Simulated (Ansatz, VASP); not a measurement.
Na: VASP beside Ansatz

Contents of INCAR:

```
PREC = Accurate
ENCUT = 520
EDIFF = 1E-7
ISMEAR = -4
SIGMA = 0.1
LREAL = False
LASPH = True
NELM = 60
ALGO = Fast
ISIF = 2
LWAVE = False
LCHARG = True
GGA = PE
LELF = True
LVHAR = True
NBANDS = 10
```

KPOINTS

```
Automatic mesh
0
Gamma
  6 6 6
```

POSCAR

```
Na
1.0
   -1.8882910800      1.8882910800      2.6372766800
    1.8882910800     -1.8882910800      2.6372766800
    1.8882910800      1.8882910800     -2.6372766800
Na
1
Direct
    0.0000000000      0.0000000000      0.0000000000
```

Input for Ansatz:

```yaml
crystal:
  lattice:
    - [-1.88829108, 1.88829108, 2.63727668]
    - [1.88829108, -1.88829108, 2.63727668]
    - [1.88829108, 1.88829108, -2.63727668]
  atoms:
    - { symbol: Na, position: [0.0, 0.0, 0.0] }
basis:
  ecutwfc: 420
kpoints:
  mp_grid: { grid: [6, 6, 6] }
hamiltonian:
  xc: pbe
scf:
  occupations: { method: tetrahedron_uncorrected }
output:
  forces: true
  stress: true
  eigenvalues: true
```

Alike in both runs: task single point; functional PBE; k mesh 6 × 6 × 6; no spin polarisation.

```csv
,VASP,Ansatz
version,VASP 6.6.1,Ansatz 0.2.0
potentials or method,"VASP PAW PBE potentials, release 64 (Na_pv), cutoff 520 eV","scalar-relativistic, plane waves, PAW"
occupations,tetrahedron,tetrahedron-uncorrected
valence electrons in the cell,7,9
```

VASP gave:

```
gap on the k mesh at the Fermi level (eV)                     : none
pressure (GPa)                                                : 0.2
traceless stress, the component that is largest in VASP (GPa) : 0.08
```

Problem. What did Ansatz give for the same quantities?

Solution. gap on the k mesh at the Fermi level (eV): none; pressure (GPa): 0.2; traceless stress, the component that is largest in VASP (GPa): 0.02.

A gap of «none» marks a metal or a gap that the smearing closes. VASP's potentials hold 7 valence electrons a cell and Ansatz's 9, so a difference there can come from the potentials and not from the codes. Ansatz's warnings: band table not solved further.

The k mesh is coarse, so the values compare programs but aren't converged.
